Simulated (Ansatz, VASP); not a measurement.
## Pd: VASP beside Ansatz

```
Pd
1.0
     0.00000    1.94650    1.94650
     1.94650    0.00000    1.94650
     1.94650    1.94650    0.00000
Pd
1
Direct
  0.00000 0.00000 0.00000
```

Alike in both runs: task relaxation of cell and atoms; functional PBE; k mesh 14 × 14 × 14; occupations fermi-dirac, width 0.05 eV; no spin polarisation.

|  | VASP | Ansatz |
| --- | --- | --- |
| version | VASP 6.6.1 | Ansatz 0.2.0 |
| potentials or method | VASP PAW PBE potentials, release 64 (Pd) | PAW with Ansatz's default frozen-core files, scalar-relativistic |
| plane-wave cutoff (eV) | 600 | 420 |
| valence electrons in the cell | 10 | 18 |

```tsv
	VASP	Ansatz	Ansatz less VASP
relaxed volume (Å³/atom)	15.31	15.35	+0.038
relaxed cell length with the largest relative difference (Å)	2.787	2.790	+0.0023
```

VASP's potentials hold 10 valence electrons a cell and Ansatz's 18, so a difference there can come from the potentials and not from the codes.
